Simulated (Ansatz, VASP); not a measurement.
# Two plane-wave programs on Ge

INCAR

```
SYSTEM = Ge
ALGO = Normal ; EDIFF = 1E-6
ENCUT = 500 ; GGA = PS
GGA_COMPAT = .False. ; ISIF = 2
ISMEAR = -1 ; LASPH = .True.
LCHARG = .True. ; LELF = .True.
LREAL = .False. ; LVHAR = .True.
LWAVE = .False. ; NBANDS = 21
NELM = 120 ; PREC = Accurate
SIGMA = 0.05
```

KPOINTS

```
k-points
0
Gamma
  9 9 9
  0 0 0
```

File POSCAR:

```
Ge
1.0
   -2.4428807400      2.6009450400      1.4369470000
    2.4428807400     -2.6009450400      1.4369470000
    2.5489152600      2.7007809600     -1.4369470000
Ge
2
Direct
    0.3140570000      0.0640570000      0.2500000000
    0.6859430000      0.9359430000      0.7500000000
```

Contents of input.yaml:

```yaml
crystal:
  lattice:
    - [-2.44288074, 2.60094504, 1.436947]
    - [2.44288074, -2.60094504, 1.436947]
    - [2.54891526, 2.70078096, -1.436947]
  atoms:
    - { symbol: Ge, position: [0.314057, 0.064057, 0.25] }
    - { symbol: Ge, position: [0.685943, 0.935943, 0.75] }
hamiltonian:
  xc: pbesol
  pseudopotentials: { kind: paw }
kpoints:
  mp_grid: { grid: [9, 9, 9] }
  band_path:
    path:
      - [[0.5, -0.5, 0.0], [0.0, 0.0, 0.0], [0.0, 0.0, 0.5]]
      - [[0.5, -0.5, 0.5], [0.0, 0.0, 0.0], [-0.5, 0.0, 0.0]]
      - [[0.0, -0.5, 0.0], [0.0, 0.0, 0.0], [-0.5, 0.0, 0.5]]
      - [[0.0, -0.5, 0.5], [0.0, 0.0, 0.0]]
    npoints: 14
scf:
  occupations: { method: fermi_dirac, width: 0.05 }
  n_extra_bands: 6
output:
  forces: true
  stress: true
  eigenvalues: true
  fatbands: false
  write_density: true
  write_potential: true
  elf: true
  volumetric_format: npy
```

Alike in both runs: functional PBEsol; k mesh 9 × 9 × 9; occupations fermi-dirac, width 0.05 eV; no spin polarisation.

```csv
,VASP,Ansatz
version,VASP 6.6.1,Ansatz 0.2.0
potentials or method,"VASP PAW PBE potentials, release 64 (Ge_d)",Ansatz PAW
plane-wave cutoff (eV),500,420
valence electrons in the cell,28,28
task,single point,band structure
```

|  | VASP | Ansatz | Ansatz less VASP |
| --- | --- | --- | --- |
| gap on the k mesh at the Fermi level (eV) | none | none | - |
| pressure (GPa) | -2.5 | -2.4 | +0.16 |
| traceless stress, the component that is largest in VASP (GPa) | -1.64 | -1.63 | +0.005 |
| rms of the force components (eV/Å) | 0.020 | 0.020 | -0.0005 |

VASP's potentials were made for PBE, not for PBEsol. Atom by atom the forces differ by 0.001 eV/Å (rms over components). A gap of «none» marks a metal or a gap that the smearing closes.
